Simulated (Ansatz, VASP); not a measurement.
Ir: VASP beside Ansatz

Contents of INCAR:

```
PREC = Accurate
ENCUT = 520
EDIFF = 1E-8
ISMEAR = -1
SIGMA = 0.05
LREAL = False
LASPH = True
NELM = 80
ALGO = Normal
ISIF = 2
LWAVE = False
LCHARG = False
GGA = PE
LEFG = True
NBANDS = 10
```

Contents of KPOINTS:

```
Automatic mesh
0
Gamma
  15 15 15
```

The input POSCAR:

```
Ir
1.0
    0.0000000000      1.9197000000      1.8813060000
    1.9197000000      0.0000000000      1.8813060000
    1.9197000000      1.9197000000      0.0000000000
Ir
1
Direct
    0.0000000000      0.0000000000      0.0000000000
```

Input for Ansatz:

```yaml
crystal:
  lattice:
    - [0.0, 1.9197, 1.881306]
    - [1.9197, 0.0, 1.881306]
    - [1.9197, 1.9197, 0.0]
  atoms:
    - { symbol: Ir, position: [0.0, 0.0, 0.0] }
kpoints:
  mp_grid: { grid: [15, 15, 15] }
scf:
  occupations: { method: fermi_dirac, width: 0.05 }
hamiltonian:
  xc: pbe
  pseudopotentials: { kind: all_electron, datasets: crystal }
output:
  forces: true
  stress: true
  eigenvalues: true
  efg: { contact_densities: true }
```

Change from the starting cell: zz strain of -2 %, crystal datasets.

Alike in both runs: task electric field gradients; functional PBE; k mesh 15 × 15 × 15; occupations fermi-dirac, width 0.05 eV; no spin polarisation.

```csv
,VASP,Ansatz
version,VASP 6.6.1,Ansatz 0.2.0
potentials or method,"VASP PAW PBE potentials, release 64 (Ir), cutoff 520 eV","all-electron PAW with datasets made for the crystal, scalar-relativistic"
```

```tsv
	VASP	Ansatz	Ansatz less VASP
pressure (GPa)	18.1	17.3	-0.80
traceless stress, the component that is largest in VASP (GPa)	5.48	5.50	+0.021
size of Vzz on the site where it differs most (V/Å²)	15.2	15.7	+0.57
```

Ansatz ran all-electron here, and VASP with PAW potentials.

Spin-orbit coupling is off throughout.
